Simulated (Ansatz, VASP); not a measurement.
# ZnAu in VASP and in Ansatz

```
Zn Au
1.0
     3.14700    0.00000    0.00000
     0.00000    3.14700    0.00000
     0.00000    0.00000    3.14700
Zn Au
1 1
Cartesian
  0.0000 0.0000 0.0000
  1.5735 1.5735 1.5735
```

Alike in both runs: task relaxation of cell and atoms; functional PBE; k mesh 14 × 14 × 14; occupations fermi-dirac, width 0.05 eV; no spin polarisation.

```csv
,VASP,Ansatz
version,VASP 6.6.1,Ansatz 0.2.0
potentials or method,"VASP PAW PBE potentials, release 64 (Zn, Au)","PAW with Ansatz's default frozen-core files, scalar-relativistic"
plane-wave cutoff (eV),600,420
valence electrons in the cell,23,31
```

```tsv
	VASP	Ansatz	Ansatz less VASP
relaxed volume (Å³/atom)	16.20	16.18	-0.018
relaxed cell length with the largest relative difference (Å)	3.188	3.187	-0.0012
```

VASP's potentials hold 23 valence electrons a cell and Ansatz's 31, so a difference there can come from the potentials and not from the codes.

Neither program's run includes spin-orbit coupling.
